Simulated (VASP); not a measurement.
# Sn (P-1) in VASP: further runs

Sn is run at these levels: LDA; tasks: single point.

Everything below comes from runs of VASP 6.6.1. Logs are shortened: lines on timing, memory, paths and dates and some standing lists are left out, and cuts for length are marked.

**1. The cell of the first run**

The typed cell holds 4 atoms: a = 3.406 Å, b = 3.406 Å, c = 11.620 Å, α = 95.89°, β = 76.82°, γ = 119.08°.

**2. Single point, LDA (the part above a cut slid along it)**

File INCAR:

```
PREC = Accurate
ENCUT = 520
EDIFF = 1E-7
ISMEAR = 0
SIGMA = 0.15
LREAL = False
LASPH = True
NELM = 80
ALGO = Fast
ISIF = 2
LWAVE = False
LCHARG = False
GGA = CA
NBANDS = 36
KPAR = 4
```

File KPOINTS:

```
Automatic mesh
0
Gamma
  16 16 4
```

File POSCAR:

```
Sn
1.0
   -1.7265390000      1.7755470000     -2.3383420000
   -1.7265390000     -1.7755470000      2.3383420000
   -1.4387825000     10.3573575000      5.0664076667
Sn
4
Direct
   -0.2916666667     -0.4375000000      0.8750000000
    0.2083333333      0.6875000000      0.1250000000
    0.3750000000      0.3125000000      0.3750000000
    0.5416666667     -0.0625000000      0.6250000000
```

Potentials or basis: VASP PAW LDA potentials, release 64 (Sn_d).

Launch:

```bash
$ cat potpaw_LDA.64/Sn_d/POTCAR > POTCAR
$ mpirun -np 4 vasp_std > vasp.out
```

OUTCAR:

```text
PREC = Accurate
   ENCUT = 520
   EDIFF = 1E-7
   ISMEAR = 0
   LREAL = False
   LASPH = True
   NELM = 80
   ISIF = 2
   GGA = CA

 ion  position               nearest neighbor table
   1  0.708  0.562  0.875-   2 3.12   4 3.41   4 3.41   4 3.55   2 3.58
   2  0.208  0.688  0.125-   1 3.12   3 3.41   3 3.41   3 3.55   1 3.58
   3  0.375  0.312  0.375-   2 3.41   4 3.41   2 3.41   4 3.41   2 3.55   4 3.55
   4  0.542  0.938  0.625-   3 3.41   1 3.41   3 3.41   1 3.41   1 3.55   3 3.55

  LATTYP: Found a triclinic cell.
 ALAT       =     3.4060750692
 B/A-ratio  =     1.0137997343
 C/A-ratio  =     3.6520488712
 COS(alpha) =     0.0231331272
 COS(beta)  =     0.3696176438
 COS(gamma) =     0.5068998671

  Lattice vectors:

 A1 = (  -1.7265390000,  -1.7755470000,   2.3383420000)
 A2 = (  -3.4530780000,   0.0000000000,   0.0000000000)
 A3 = (  -0.2877565000, -12.1329045000,  -2.7280656667)

Analysis of symmetry for initial positions (statically):
=====================================================================
 Subroutine PRICEL returns:
 Original cell was already a primitive cell.

 Routine SETGRP: Setting up the symmetry group for a
 triclinic supercell.

 Subroutine GETGRP returns: Found  2 space group operations
 (whereof  1 operations were pure point group operations)
 out of a pool of  2 trial point group operations.

The static configuration has the point symmetry C_1 .
 The point group associated with its full space group is S_2 .

Analysis of symmetry for dynamics (positions and initial velocities):
=====================================================================
 Subroutine PRICEL returns:
 Original cell was already a primitive cell.

 Routine SETGRP: Setting up the symmetry group for a
 triclinic supercell.

 Subroutine GETGRP returns: Found  2 space group operations
 (whereof  1 operations were pure point group operations)
 out of a pool of  2 trial point group operations.

The dynamic configuration has the point symmetry C_1 .
 The point group associated with its full space group is S_2 .

 Subroutine INISYM returns: Found  2 space group operations
 (whereof  1 operations are pure point group operations),
 and found     1 'primitive' translations

----------------------------------------------------------------------------------------

                                     Primitive cell

  volume of cell :     114.6929

  direct lattice vectors                    reciprocal lattice vectors
[... 92 lines left out ...]
   LREAL  =      F    real-space projection
   EDIFFG = 0.1E-05   stopping-criterion for IOM
   NSW    =      0    number of steps for IOM
   IBRION =     -1    ionic relax: 0-MD 1-quasi-New 2-CG
   NFREE  =      0    steps in history (QN), initial steepest desc. (CG)
   ISIF   =      2    stress and relaxation
   ISYM   =      2    0-nonsym 1-usesym 2-fastsym
   POTIM  = 0.5000    time-step for ionic-motion
   TEBEG  =    0.0;   TEEND  =   0.0 temperature during run
   PSTRESS=    0.0 pullay stress
   NELECT =      56.0000    total number of electrons
   NUPDOWN=      -1.0000    fix difference up-down
   EMIN   =  10.00;   EMAX   =-10.00  energy-range for DOS
   EFERMI =   0.00;   METHOD = LEGACY
   ISMEAR =     0;   SIGMA  =   0.15  broadening in eV -4-tet -1-fermi 0-gaus
   EFERMI_NEDOS =   21; number of points for ismear=-14 and -15
   IALGO  =     68    algorithm
   IMIX   =      4    mixing-type and parameters
     AMIX     =   0.40;   BMIX     =  1.00
     AMIX_MAG =   1.60;   BMIX_MAG =  1.00
  volume/ion in A,a.u.               =      28.67       193.50
  Fermi-wavevector in a.u.,A,eV,Ry     =   1.289116  2.436076 22.610433  1.661820
  Thomas-Fermi vector in A             =   2.421028
   LORBIT       =      0    0 simple, 1 ext, 2 COOP (PROOUT), +10 PAW based schemes
   GGA     = CA    functional components
   LHFCALC =     F    Hartree Fock is set to
   AEXX    =    0.0000 exact exchange contribution
   IVDW    =     0    specifies the selected vdW correction
   LEPSILON=     F    determine dielectric tensor
   LRPA    =     F    only Hartree local field effects (RPA)
 non-spin polarized calculation
 RMM-DIIS sequential band-by-band and
 Gauss-broadening in eV      SIGMA  =   0.15
  energy-cutoff  :      520.00
  volume of cell :      114.69
 maximum number of plane-waves:      3117
 NGX is ok and might be reduce to    28
   NGX = 13   NGY = 13   NGZ = 43

 number of electron      55.9999988 magnetization

 Free energy of the ion-electron system (eV)
  ---------------------------------------------------
  ext. energy  EPLUGINS =         0.00000000
  ---------------------------------------------------
  free energy    TOTEN  =       -17.57805852 eV

  energy without entropy =      -17.55469197  energy(sigma->0) =      -17.56637525

 E-fermi :   7.2223     XC(G=0): -10.3490

 val. band max:        7.2202859903   @ k =   0.1875   0.3750  -0.0000
 cond. band min:       7.2245838931   @ k =   0.1875   0.1250   0.5000
 fundamental gap:      0.0042979028
 Fermi energy:         7.2223421640

 k-point     1 :       0.0000    0.0000    0.0000
  band No.  band energies     occupation
      1     -14.2454      2.00000
      2     -14.2284      2.00000
      3     -14.2241      2.00000
      4     -14.2216      2.00000
      5     -14.2187      2.00000
      6     -14.2058      2.00000
[... 925 lines left out ...]
     35      13.8674      0.00000
     36      14.2682      0.00000

 [... further k-points ...]

------------------------ aborting loop because EDIFF is reached ----------------------------------------

  FORCE on cell =-STRESS in cart. coord.  units (eV):
  Direction    XX          YY          ZZ          XY          YZ          ZX
  --------------------------------------------------------------------------------------
  -------------------------------------------------------------------------------------
  Total       -3.4107768     -3.6171782     -3.1872251     -0.0511484      0.1459235      0.0754149
  in kB      -47.6460940    -50.5293731    -44.5232385     -0.7145070      2.0384464      1.0534923
  external PRESSURE =     -47.5662352 kB  Pullay stress =       0.0000000 kB

 VOLUME and BASIS-vectors are now :
 -----------------------------------------------------------------------------
  energy-cutoff  :      520.00
  volume of cell :      114.69
      direct lattice vectors                 reciprocal lattice vectors
    -1.726539000  1.775547000 -2.338342000    -0.289596702  0.046933893 -0.178188933
    -1.726539000 -1.775547000  2.338342000    -0.289596702 -0.105601260  0.133641700
    -1.438782500 10.357357500  5.066407667     0.000000000  0.070400840  0.053456680

 POSITION                                       TOTAL-FORCE (eV/Angst)
 -----------------------------------------------------------------------------------
     -3.45308      9.32162      4.09210        -0.011487     -0.099114     -0.121980
     -1.72654      0.44389      1.75376         0.011487      0.099114      0.121980
     -1.72654      3.99498      1.75376        -0.000181      0.011114      0.027236
     -3.45308      5.77053      4.09210         0.000181     -0.011114     -0.027236
 -----------------------------------------------------------------------------------
    total drift:                                0.000015      0.000010     -0.000000

  FREE ENERGIE OF THE ION-ELECTRON SYSTEM (eV)
  ---------------------------------------------------
  free  energy   TOTEN  =       -17.5780585236 eV

  energy  without entropy=      -17.5546919677  energy(sigma->0) =      -17.56637525
```

stdout:

```text
POSCAR found type information on POSCAR Sn
 POSCAR found :  1 types and       4 ions
 scaLAPACK will be used
 LDA part: xc-table for (Slater(with rela. corr.)+CA(PZ))
 , standard interpolation
 POSCAR, INCAR and KPOINTS ok, starting setup
 FFT: planning ... GRIDC
 FFT: planning ... GRID_SOFT
 FFT: planning ... GRID
 WAVECAR not read
 entering main loop
WARNING in EDDRMM: call to ZHEGV failed, returncode =   8  4     31
WARNING in EDDRMM: call to ZHEGV failed, returncode =   8  4     35
 num prob  num prob  num prob  num prob  num prob WARNING in EDDRMM: call to ZHEGV failed, returncode =   8  4     36
 num prob  num prob  num prob  num prob  num prob  num prob WARNING in EDDRMM: call to ZHEGV failed, returncode =   6  3     34
 num prob  num prob WARNING in EDDRMM: call to ZHEGV failed, returncode =   8  4     36
 num prob  num prob  num prob  num prob WARNING in EDDRMM: call to ZHEGV failed, returncode =   6  3     36
 num prob  num prob  num prob  num prob RMM:  13    -0.175780585236E+02   -0.67927E-07   -0.85550E-07 36595   0.608E-03
```

Run time: 16 min. Hardware: 4 MPI ranks of Oxide Virtual Turin-like, shared host; peak memory 1.3 GiB.

Results:

```
Free energy            : -17.5781 eV
Pressure               : -4.8 GPa
Largest force          : 0.158 eV/Å
Band gap on the k mesh : zero (bands 28 and 29 overlap by 7.15 eV)
```

Forces in eV/Å, atoms in the order of the input:
```
Sn  -0.011 -0.099 -0.122
Sn   0.011  0.099  0.122
Sn   0.000  0.011  0.027
Sn   0.000 -0.011 -0.027
```

Levels at points of the mesh, in eV from the Fermi level:
```tsv
k point	band 25	band 26	band 27	band 28	band 29	band 30	band 31	band 32
(0.00, 0.00, 0.00)	-4.37	0.73	0.77	5.32	5.68	5.75	6.23	6.37
(0.50, 0.00, 0.00)	-3.61	-3.32	-2.96	-2.67	0.77	1.88	1.98	2.43
(0.00, 0.50, 0.00)	-3.99	-3.91	-2.23	-1.68	-0.52	0.63	2.50	2.66
(0.50, 0.50, 0.00)	-4.26	-3.29	-2.55	-2.42	1.08	1.20	1.69	2.14
(0.00, 0.00, 0.50)	-2.51	-2.48	4.42	4.48	5.30	5.66	6.02	6.03
(0.50, 0.00, 0.50)	-4.10	-3.83	-2.20	-1.79	-0.32	0.60	2.44	2.88
(0.00, 0.50, 0.50)	-3.80	-3.23	-2.91	-2.67	0.81	1.65	1.92	2.33
(0.50, 0.50, 0.50)	-3.84	-3.71	-2.29	-1.97	0.11	0.62	1.86	3.02
```

Caveat: the cell differs from its parent crystal (the part above a cut slid along it); the cell stands under tension; spin-orbit coupling is left out, which moves the levels of the heavy elements.

**3. Single point, LDA (the part above a cut slid along it)**

File INCAR:

```
SYSTEM = Sn
ALGO = Fast
EDIFF = 1E-6
ENCUT = 520
ISIF = 2
ISMEAR = 0
KPAR = 4
LASPH = .TRUE.
LCHARG = .FALSE.
LREAL = .FALSE.
LWAVE = .FALSE.
NBANDS = 36
NELM = 80
PREC = Accurate
SIGMA = 0.15
```

File KPOINTS:

```
k-points
0
G
  16 16 4
  0 0 0
```

File POSCAR:

```
Sn
1.0
   -1.7265390000      1.7755470000     -2.3383420000
   -1.7265390000     -1.7755470000      2.3383420000
   -0.2877565000     10.3573575000      5.0664076667
Sn
4
Direct
    0.0000000000     -0.1458333333      0.8750000000
    0.2500000000      0.7291666667      0.1250000000
    0.5000000000      0.4375000000      0.3750000000
    0.7500000000      0.1458333333      0.6250000000
```

Potentials or basis: VASP PAW LDA potentials, release 64 (Sn_d).

Launch:

```bash
$ cat potpaw_LDA.64/Sn_d/POTCAR > POTCAR
$ mpirun -np 4 vasp_std > vasp.out
```

It took 15 min on 4 MPI ranks of Oxide Virtual Turin-like, shared host; peak memory 1.3 GiB.

It converged, with:

```
Free energy            : -17.5921 eV
Pressure               : -4.8 GPa
Largest force          : 0.036 eV/Å
Band gap on the k mesh : zero (bands 28 and 29 overlap by 7.14 eV)
```

Forces in eV/Å, atoms in the order of the input:
```
Sn  -0.004 -0.035  0.002
Sn   0.004  0.035 -0.002
Sn   0.000  0.003 -0.005
Sn   0.000 -0.003  0.005
```

Stress tensor (GPa, compression positive):
```
-4.66 -0.04  0.05
-0.04 -5.02 -0.19
 0.05 -0.19 -4.82
```

Levels at points of the mesh, in eV from the Fermi level:
```
           k point  band 25  band 26  band 27  band 28  band 29  band 30  band 31  band 32
(0.00, 0.00, 0.00)    -4.38     0.72     0.73     5.26     5.70     5.81     6.17     6.41
(0.50, 0.00, 0.00)    -3.69    -3.69    -2.52    -2.51     0.68     0.69     2.49     2.61
(0.00, 0.50, 0.00)    -3.84    -3.79    -2.40    -2.18     0.10     0.67     2.48     2.52
(0.50, 0.50, 0.00)    -4.28    -3.30    -2.52    -2.44     0.88     1.18     1.77     1.93
(0.00, 0.00, 0.50)    -2.52    -2.51     4.41     4.42     5.32     5.53     5.92     6.02
(0.50, 0.00, 0.50)    -4.31    -3.57    -2.31    -2.31     0.59     0.62     2.13     2.29
(0.00, 0.50, 0.50)    -4.29    -3.41    -2.55    -2.44     0.68     1.14     1.75     2.23
(0.50, 0.50, 0.50)    -3.84    -3.75    -2.32    -2.03     0.04     0.78     2.11     2.21
```

Caveat: the cell differs from its parent crystal (the part above a cut slid along it); the cell stands under tension; spin-orbit coupling is left out, which moves the levels of the heavy elements.
